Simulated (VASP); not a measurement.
# W (Im-3m) in VASP: notebook

W is run at these levels: BHLYP, PBE, PBE0; tasks: single point.

Everything below comes from runs of VASP 6.6.1. Logs are shortened: lines on timing, memory, paths and dates and some standing lists are left out, and cuts for length are marked.

### 1 The cell of the first run

The structure is cubic, space group Im-3m (No. 229). Conventional cell: a = 3.143 Å, b = 3.143 Å, c = 3.143 Å, α = 90.00°, β = 90.00°, γ = 90.00°. Within 3.6 Å of W (site symmetry m-3m) lie 14 W at 2.72 to 3.14 Å.

### 2 Single point, BHLYP

The input, POSCAR:

```
W
1.0
   -1.5717249149      1.5717249149      1.5717249149
    1.5717249149     -1.5717249149      1.5717249149
    1.5717249149      1.5717249149     -1.5717249149
W
1
Direct
    0.0000000000      0.0000000000      0.0000000000
```

The input, INCAR.step1:

```
SYSTEM = W
  PREC = Accurate
  ENCUT = 520
  EDIFF = 1E-5
  ISMEAR = -1
  SIGMA = 0.05
  LREAL = .FALSE.
  LASPH = .TRUE.
  NELM = 80
  ALGO = Normal
  ISIF = 2
  LWAVE = .TRUE.
  NBANDS = 13
  GGA = PE
```

The input, INCAR.step2:

```
SYSTEM = W
  PREC = Accurate
  ENCUT = 520
  EDIFF = 1E-6
  ISMEAR = -1
  SIGMA = 0.05
  LREAL = .FALSE.
  LASPH = .TRUE.
  NELM = 80
  ALGO = Normal
  ISIF = 2
  LWAVE = .FALSE.
  LCHARG = .TRUE.
  GGA = B5
  LHFCALC = .TRUE.
  AEXX = 0.5
  ALDAX = 0.5
  AGGAX = 0.5
  AGGAC = 1.0
  ALDAC = 0.0
  PRECFOCK = Normal
  LELF = .TRUE.
  LVHAR = .TRUE.
  NBANDS = 13
  ISTART = 1
```

The input, KPOINTS:

```
regular mesh
0
G
  6 6 6
  0 0 0
```

Potentials or basis: VASP PAW PBE potentials, release 64 (W_sv).

Run with:

```bash
> cat potpaw_PBE.64/W_sv/POTCAR > POTCAR
> cp INCAR.step1 INCAR
> mpirun -np 1 vasp_std > vasp.out
> cp INCAR.step2 INCAR
> mpirun -np 1 vasp_std > vasp.out
```

OUTCAR:

```text
SYSTEM = W
   PREC = Accurate
   ENCUT = 520
   EDIFF = 1E-6
   ISMEAR = -1
   LREAL = .FALSE.
   LASPH = .TRUE.
   NELM = 80
   ISIF = 2
   GGA = B5
   LHFCALC = .TRUE.
   AEXX = 0.5
   PRECFOCK = Normal
   ISTART = 1

 ion  position               nearest neighbor table
   1  0.000  0.000  0.000-

  LATTYP: Found a body centered cubic cell.
 ALAT       =     3.1434498298

  Lattice vectors:

 A1 = (  -1.5717249149,   1.5717249149,   1.5717249149)
 A2 = (   1.5717249149,  -1.5717249149,   1.5717249149)
 A3 = (   1.5717249149,   1.5717249149,  -1.5717249149)

Analysis of symmetry for initial positions (statically):
=====================================================================
 Subroutine PRICEL returns:
 Original cell was already a primitive cell.

 Routine SETGRP: Setting up the symmetry group for a
 body centered cubic supercell.

 Subroutine GETGRP returns: Found 48 space group operations
 (whereof 48 operations were pure point group operations)
 out of a pool of 48 trial point group operations.

The static configuration has the point symmetry O_h .

Analysis of symmetry for dynamics (positions and initial velocities):
=====================================================================
 Subroutine PRICEL returns:
 Original cell was already a primitive cell.

 Routine SETGRP: Setting up the symmetry group for a
 body centered cubic supercell.

 Subroutine GETGRP returns: Found 48 space group operations
 (whereof 48 operations were pure point group operations)
 out of a pool of 48 trial point group operations.

The dynamic configuration has the point symmetry O_h .

 Subroutine INISYM returns: Found 48 space group operations
 (whereof 48 operations are pure point group operations),
 and found     1 'primitive' translations

----------------------------------------------------------------------------------------

                                     Primitive cell

  volume of cell :      15.5306

  direct lattice vectors                    reciprocal lattice vectors
    -1.571724915  1.571724915  1.571724915     0.000000000  0.318121826  0.318121826
     1.571724915 -1.571724915  1.571724915     0.318121826  0.000000000  0.318121826
     1.571724915  1.571724915 -1.571724915     0.318121826  0.318121826  0.000000000

  length of vectors
     2.722307408  2.722307408  2.722307408     0.449892201  0.449892201  0.449892201

  position of ions in fractional coordinates (direct lattice)
     0.000000000  0.000000000  0.000000000

  ion indices of the primitive-cell ions
   primitive index   ion index
                 1           1

----------------------------------------------------------------------------------------

 KPOINTS: regular mesh

Automatic generation of k-mesh.
 Grid dimensions read from file:
 generate k-points for:    6    6    6

 Generating k-lattice:

  Cartesian coordinates                     Fractional coordinates (reciprocal lattice)
     0.000000000  0.053020304  0.053020304     0.166666667  0.000000000  0.000000000
     0.053020304  0.000000000  0.053020304     0.000000000  0.166666667  0.000000000
     0.053020304  0.053020304  0.000000000     0.000000000  0.000000000  0.166666667

  Length of vectors
     0.074982033  0.074982033  0.074982033

  Shift w.r.t. Gamma in fractional coordinates (k-lattice)
     0.000000000  0.000000000  0.000000000

 Subroutine IBZKPT returns following result:
 ===========================================

 Found     16 irreducible k-points:

 Following reciprocal coordinates:
            Coordinates               Weight
  0.000000  0.000000  0.000000      1.000000
  0.166667  0.000000  0.000000     12.000000
  0.333333  0.000000  0.000000     12.000000
  0.500000  0.000000  0.000000      6.000000
  0.166667  0.166667  0.000000     24.000000
  0.333333  0.166667  0.000000     48.000000
[... 8 lines left out ...]
  0.500000  0.500000  0.333333     12.000000
  0.500000  0.500000  0.500000      1.000000
   k-points           NKPTS =     16   k-points in BZ     NKDIM =    216   number of bands    NBANDS=     13
   number of dos      NEDOS =    301   number of ions     NIONS =      1
   total plane-waves  NPLWV =   8000
   dimension x,y,z NGX =    20 NGY =   20 NGZ =   20
   dimension x,y,z NGXF=    40 NGYF=   40 NGZF=   40
   ions per type =               1
   NGX,Y,Z   is equivalent  to a cutoff of  12.21, 12.21, 12.21 a.u.
   NGXF,Y,Z  is equivalent  to a cutoff of  24.43, 24.43, 24.43 a.u.
 SYSTEM =  W
   PREC   = accura    normal or accurate (medium, high low for compatibility)
   ISTART =      1    job   : 0-new  1-cont  2-samecut
   ICHARG =      0    charge: 1-file 2-atom 10-const
   ISPIN  =      1    spin polarized calculation?
   LNONCOLLINEAR =      F non collinear calculations
   LSORBIT =      F    spin-orbit coupling
   LASPH  =      T    aspherical Exc in radial PAW
   ENCUT  =  520.0 eV  38.22 Ry    6.18 a.u.   5.06  5.06  5.06*2*pi/ulx,y,z
   NELM   =     80;   NELMIN=  2; NELMDL=  0     # of ELM steps
   EDIFF  = 0.1E-05   stopping-criterion for ELM
   LREAL  =      F    real-space projection
   EDIFFG = 0.1E-04   stopping-criterion for IOM
   NSW    =      0    number of steps for IOM
   IBRION =     -1    ionic relax: 0-MD 1-quasi-New 2-CG
   NFREE  =      0    steps in history (QN), initial steepest desc. (CG)
   ISIF   =      2    stress and relaxation
   ISYM   =      3    0-nonsym 1-usesym 2-fastsym
   POTIM  = 0.5000    time-step for ionic-motion
   TEBEG  =    0.0;   TEEND  =   0.0 temperature during run
   PSTRESS=    0.0 pullay stress
   NELECT =      14.0000    total number of electrons
   NUPDOWN=      -1.0000    fix difference up-down
   EMIN   =  10.00;   EMAX   =-10.00  energy-range for DOS
   EFERMI =   0.00;   METHOD = LEGACY
   ISMEAR =    -1;   SIGMA  =   0.05  broadening in eV -4-tet -1-fermi 0-gaus
   EFERMI_NEDOS =   21; number of points for ismear=-14 and -15
   IALGO  =     38    algorithm
   IMIX   =      1    mixing-type and parameters
     AMIX     =   0.40;   BMIX     =  1.00
     AMIX_MAG =   1.60;   BMIX_MAG =  1.00
  volume/ion in A,a.u.               =      15.53       104.81
  Fermi-wavevector in a.u.,A,eV,Ry     =   1.581446  2.988499 34.027773  2.500971
  Thomas-Fermi vector in A             =   2.681520
   LORBIT       =      0    0 simple, 1 ext, 2 COOP (PROOUT), +10 PAW based schemes
   GGA     = B5    functional components
   LHFCALC =     T    Hartree Fock is set to
   PRECFOCK=normal    Normal, Fast or Accurate (Low or Medium for compatibility)
   ENCUT4O =  -1.0   cutoff for four orbital integrals eV
   NKREDX  =     1    reduce k-point grid by
   NKREDY  =     1    reduce k-point grid by
   NKREDZ  =     1    reduce k-point grid by
   AEXX    =    0.5000 exact exchange contribution
   HFSCREEN=    0.0000 screening length (either q_TF or 0.3 A-1)
   HFSCREENC=   0.0000 screening length for correlation (either q_TF or 0.3 A-1)
   ENCUTFOCK=  -1.0 apply spherical cutoff to Coloumb kernel
   IVDW    =     0    specifies the selected vdW correction
   LEPSILON=     F    determine dielectric tensor
   LRPA    =     F    only Hartree local field effects (RPA)
 non-spin polarized calculation
  energy-cutoff  :      520.00
  volume of cell :       15.53
 maximum number of plane-waves:       430
  NGX = 16; NGY = 16; NGZ = 16

 number of electron      14.0000005 magnetization

 Free energy of the ion-electron system (eV)
  ---------------------------------------------------
  ext. energy  EPLUGINS =         0.00000000
  ---------------------------------------------------
  free energy    TOTEN  =       -17.96755290 eV

  energy without entropy =      -17.96755290  energy(sigma->0) =      -17.96755290

 E-fermi :  12.0046     XC(G=0):  -7.1424

 val. band max:       11.0983037079   @ k =  -0.1667   0.1667   0.1667
 cond. band min:      12.8534282189   @ k =   0.5000   0.0000   0.0000
 fundamental gap:      1.7551245110
 Fermi energy:        12.0045655090

 k-point     1 :       0.0000    0.0000    0.0000
  band No.  band energies     occupation
      1     -70.9907      2.00000
      2     -31.5497      2.00000
      3     -31.5497      2.00000
      4     -31.5497      2.00000
      5      -1.0002      2.00000
      6       9.1637      2.00000
      7       9.1637      2.00000
      8       9.1637      2.00000
      9      16.6803      0.00000
     10      16.6803      0.00000
     11      29.3471      0.00000
     12      29.3471      0.00000
     13      29.3471      0.00000

 k-point     2 :       0.1667    0.0000    0.0000
  band No.  band energies     occupation
      1     -70.9395      2.00000
      2     -32.0381      2.00000
      3     -31.6950      2.00000
      4     -31.5429      2.00000
      5       0.5618      2.00000
      6       8.2691      2.00000
      7       8.9327      2.00000
      8      11.0963      2.00000
      9      15.5536      0.00000
     10      16.6390      0.00000
     11      30.3126      0.00000
     12      31.8309      0.00000
     13      32.2499      0.00000

 k-point     3 :       0.3333    0.0000    0.0000
  band No.  band energies     occupation
      1     -70.8359      2.00000
      2     -32.9500      2.00000
      3     -31.9735      2.00000
      4     -31.5304      2.00000
      5       2.9242      2.00000
      6       6.8041      2.00000
      7       9.1885      2.00000
      8      16.0939      0.00000
      9      17.0059      0.00000
     10      17.0657      0.00000
     11      28.2308      0.00000
     12      29.7170      0.00000
     13      37.1720      0.00000

 k-point     4 :       0.5000    0.0000    0.0000
  band No.  band energies     occupation
      1     -70.7836      2.00000
      2     -33.3763      2.00000
      3     -32.1043      2.00000
      4     -31.5260      2.00000
      5       3.0083      2.00000
      6       6.1725      2.00000
      7      12.8534      0.00000
      8      16.4713      0.00000
      9      17.6071      0.00000
     10      20.5303      0.00000
     11      26.1357      0.00000
     12      26.4213      0.00000
     13      32.3443      0.00000

 k-point     5 :       0.1667    0.1667    0.0000
  band No.  band energies     occupation
      1     -70.8619      2.00000
      2     -32.6536      2.00000
      3     -31.8850      2.00000
      4     -31.6414      2.00000
      5       2.9237      2.00000
      6       7.6041      2.00000
      7       7.6890      2.00000
      8      14.9593      0.00000
      9      16.0585      0.00000
     10      17.4325      0.00000
     11      30.1089      0.00000
     12      31.8317      0.00000
     13      34.1143      0.00000
[... 129 lines left out ...]
 k-point    14 :      -0.3333    0.3333    0.3333
  band No.  band energies     occupation
      1     -70.7113      2.00000
      2     -32.7297      2.00000
      3     -32.4491      2.00000
      4     -32.4491      2.00000
      5       5.4302      2.00000
      6       5.7814      2.00000
      7      13.9031      0.00000
      8      13.9031      0.00000
      9      16.5450      0.00000
     10      18.3327      0.00000
     11      30.9328      0.00000
     12      30.9328      0.00000
     13      32.0069      0.00000

 k-point    15 :       0.5000    0.5000    0.3333
  band No.  band energies     occupation
      1     -70.6696      2.00000
      2     -32.9096      2.00000
      3     -32.5969      2.00000
      4     -32.4684      2.00000
      5       4.7152      2.00000
      6       5.0618      2.00000
      7      14.4316      0.00000
      8      14.9039      0.00000
      9      19.7179      0.00000
     10      22.5441      0.00000
     11      24.6965      0.00000
     12      27.0090      0.00000
     13      35.6276      0.00000

 k-point    16 :       0.5000    0.5000    0.5000
  band No.  band energies     occupation
      1     -70.6314      2.00000
      2     -32.7494      2.00000
      3     -32.7494      2.00000
      4     -32.7494      2.00000
      5       3.8049      2.00000
      6       3.8049      2.00000
      7      19.4622      0.00000
      8      19.4622      0.00000
      9      19.4622      0.00000
     10      22.7705      0.00000
     11      22.7705      0.00000
     12      22.7705      0.00000
     13      32.1552      0.00000

------------------------ aborting loop because EDIFF is reached ----------------------------------------

  FORCE on cell =-STRESS in cart. coord.  units (eV):
  Direction    XX          YY          ZZ          XY          YZ          ZX
  --------------------------------------------------------------------------------------
  -------------------------------------------------------------------------------------
  Total        0.7043648      0.7043648      0.7043648     -0.0000000     -0.0000000      0.0000000
  in kB       72.6638899     72.6638899     72.6638899     -0.0000000     -0.0000000      0.0000000
  external PRESSURE =      72.6638899 kB  Pullay stress =       0.0000000 kB

 VOLUME and BASIS-vectors are now :
 -----------------------------------------------------------------------------
  energy-cutoff  :      520.00
  volume of cell :       15.53
      direct lattice vectors                 reciprocal lattice vectors
    -1.571724915  1.571724915  1.571724915     0.000000000  0.318121826  0.318121826
     1.571724915 -1.571724915  1.571724915     0.318121826  0.000000000  0.318121826
     1.571724915  1.571724915 -1.571724915     0.318121826  0.318121826  0.000000000

 POSITION                                       TOTAL-FORCE (eV/Angst)
 -----------------------------------------------------------------------------------
      0.00000      0.00000      0.00000         0.000000     -0.000000      0.000000
 -----------------------------------------------------------------------------------
    total drift:                                0.000000      0.000000      0.000000

  FREE ENERGIE OF THE ION-ELECTRON SYSTEM (eV)
  ---------------------------------------------------
  free  energy   TOTEN  =       -17.9675529023 eV

  energy  without entropy=      -17.9675528979  energy(sigma->0) =      -17.96755290
```

Wall time 5.4 min (1 thread of Intel Xeon 6975P-C (Granite Rapids), shared host); peak memory 0.13 GiB.

What came out:

* Free energy: -17.9676 eV
* Pressure: 7.3 GPa
* Band gap on the k mesh: zero (bands 7 and 8 overlap by 10.30 eV)

Levels at points of the mesh, in eV from the Fermi level:
```tsv
k point	band 5	band 6	band 7	band 8	band 9	band 10
(0.00, 0.00, 0.00)	-13.00	-2.84	-2.84	-2.84	4.68	4.68
(0.50, 0.00, 0.00)	-9.00	-5.83	0.85	4.47	5.60	8.53
(0.50, 0.50, 0.50)	-8.20	-8.20	7.46	7.46	7.46	10.77
```

Caveat: the k points lie up to 0.47 Å⁻¹ apart, too coarse for converged energies and pressures of a metal; the PAW data sets were made with another functional, which shifts forces and pressure a little; spin-orbit coupling is left out, which moves the levels of the heavy elements.

### 3 Single point, PBE

This run uses another cell than the first one, of 15.85 Å³/atom.

The input, INCAR:

```
PREC = Accurate
ENCUT = 500
EDIFF = 1E-6
ISMEAR = 0
SIGMA = 0.018000000000000002
LREAL = F
LASPH = T
NELM = 120
ALGO = Normal
ISIF = 2
LWAVE = F
LCHARG = F
GGA = PE
NBANDS = 13
GGA_COMPAT = F
```

The input, KPOINTS:

```
Automatic mesh
0
Gamma
  12 12 12
```

The input, POSCAR:

```
W
1.0
   -1.5823450000      1.5823450000      1.5823450000
    1.5823450000     -1.5823450000      1.5823450000
    1.5823450000      1.5823450000     -1.5823450000
W
1
Direct
    0.0000000000      0.0000000000      0.0000000000
```

Potentials or basis: VASP PAW PBE potentials, release 64 (W_sv).

Run with:

```bash
> cat potpaw_PBE.64/W_sv/POTCAR > POTCAR
> mpirun -np 1 vasp_std > vasp.out
```

Wall time 9.5 s (1 thread of Intel Xeon Platinum 8259CL at 2.50GHz (Skylake/Cascade Lake), shared host); peak memory 0.13 GiB.

Results (log left out):

| Property | Result |
| --- | --- |
| Free energy | -12.9477 eV |
| Pressure | 6.7 GPa |
| Band gap on the k mesh | zero (bands 7 and 8 overlap by 6.39 eV) |

Levels at points of the mesh, in eV from the Fermi level:
```
           k point  band 3  band 4  band 5  band 6  band 7  band 8  band 9  band 10  band 11  band 12
(0.00, 0.00, 0.00)  -37.64  -37.64   -9.52   -1.12   -1.12   -1.12    2.38     2.38    14.64    14.64
(0.50, 0.00, 0.00)  -38.06  -37.65   -6.16   -3.46    0.80    2.27    3.25     6.26    11.20    11.61
(0.50, 0.50, 0.50)  -38.54  -38.54   -5.72   -5.72    5.28    5.28    5.28     8.37     8.37     8.37
```

Caveat: the cell stands under pressure; spin-orbit coupling is left out, which moves the levels of the heavy elements.

### 4 Single point, PBE

This run uses another cell than the first one, of 15.85 Å³/atom.

The input, INCAR:

```
SYSTEM = W
  PREC = Accurate
  ENCUT = 500
  EDIFF = 1E-6
  ISMEAR = 0
  SIGMA = 0.019000000000000003
  LREAL = .False.
  LASPH = .True.
  NELM = 120
  ALGO = Normal
  ISIF = 2
  LWAVE = .False.
  LCHARG = .False.
  GGA = PE
  NBANDS = 13
  GGA_COMPAT = .False.
```

The input, KPOINTS:

```
regular mesh
0
Gamma
  12 12 12
  0 0 0
```

POSCAR is that of step 3.

Run with:

```bash
> cat potpaw_PBE.64/W_sv/POTCAR > POTCAR
> mpirun -np 1 vasp_std > vasp.out
```

Run time: 8.9 s. Hardware: 1 thread of Intel Xeon Platinum 8259CL at 2.50GHz (Skylake/Cascade Lake), shared host; peak memory 0.13 GiB.

The run converged. Its results:

| Quantity | Value |
| --- | --- |
| Free energy | -12.9477 eV |
| Pressure | 6.7 GPa |
| Band gap on the k mesh | zero (bands 7 and 8 overlap by 6.39 eV) |

Levels at points of the mesh, in eV from the Fermi level:
```
           k point  band 4  band 5  band 6  band 7  band 8  band 9  band 10  band 11
(0.00, 0.00, 0.00)  -37.64   -9.52   -1.12   -1.12   -1.12    2.38     2.38    14.64
(0.50, 0.00, 0.00)  -37.65   -6.16   -3.46    0.80    2.27    3.25     6.26    11.20
(0.50, 0.50, 0.50)  -38.54   -5.72   -5.72    5.28    5.28    5.28     8.37     8.37
```

Caveat: the cell stands under pressure; spin-orbit coupling is left out, which moves the levels of the heavy elements.

(Part 1 of 2 ends here.)

The gap in the log of VASP goes by the Fermi energy; the results here count the filled bands.